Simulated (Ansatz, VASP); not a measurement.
One calculation of Tl, two programs

Contents of INCAR:

```
SYSTEM = Tl
ALGO = Normal ; EDIFF = 1E-8
ENCUT = 520 ; GGA = CA
ISIF = 2 ; ISMEAR = -1
LASPH = .True. ; LCHARG = .False.
LEFG = .True. ; LREAL = .False.
LWAVE = .False. ; NBANDS = 12
NELM = 100 ; PREC = Accurate
SIGMA = 0.05
```

File KPOINTS:

```
k-points
0
Gamma
  13 13 13
  0 0 0
```

File POSCAR:

```
Tl
1.0
   -1.9013766370      1.9013766370      1.9013766370
    1.9013766370     -1.9013766370      1.9013766370
    1.9013766370      1.9013766370     -1.9013766370
Tl
1
Direct
    0.0000000000      0.0000000000      0.0000000000
```

Input for Ansatz:

```yaml
crystal:
  lattice:
    - [-1.901376637, 1.901376637, 1.901376637]
    - [1.901376637, -1.901376637, 1.901376637]
    - [1.901376637, 1.901376637, -1.901376637]
  atoms:
    - { symbol: Tl, position: [0.0, 0.0, 0.0] }
kpoints:
  mp_grid: { grid: [13, 13, 13] }
scf:
  occupations: { method: fermi_dirac, width: 0.05 }
hamiltonian:
  xc: lda
  pseudopotentials: { kind: all_electron, datasets: crystal }
output:
  forces: true
  stress: true
  eigenvalues: true
  efg: { contact_densities: true }
```

Change from the starting cell: volume scaled by 0.94, crystal datasets.

Alike in both runs: task electric field gradients; functional LDA; k mesh 13 × 13 × 13; occupations fermi-dirac, width 0.05 eV; no spin polarisation.

|  | VASP | Ansatz |
| --- | --- | --- |
| version | VASP 6.6.1 | Ansatz 0.2.0 |
| potentials or method | VASP PAW LDA potentials, release 64 (Tl_d), cutoff 520 eV | all-electron PAW with datasets made for the crystal, scalar-relativistic |

|  | VASP | Ansatz | Ansatz less VASP |
| --- | --- | --- | --- |
| pressure (GPa) | -0.3 | -0.3 | -0.06 |

LDA's correlation is that of Perdew and Zunger in VASP and of Perdew and Wang (1992) in Ansatz. Ansatz ran all-electron here, and VASP with PAW potentials.

Spin-orbit coupling is off throughout.
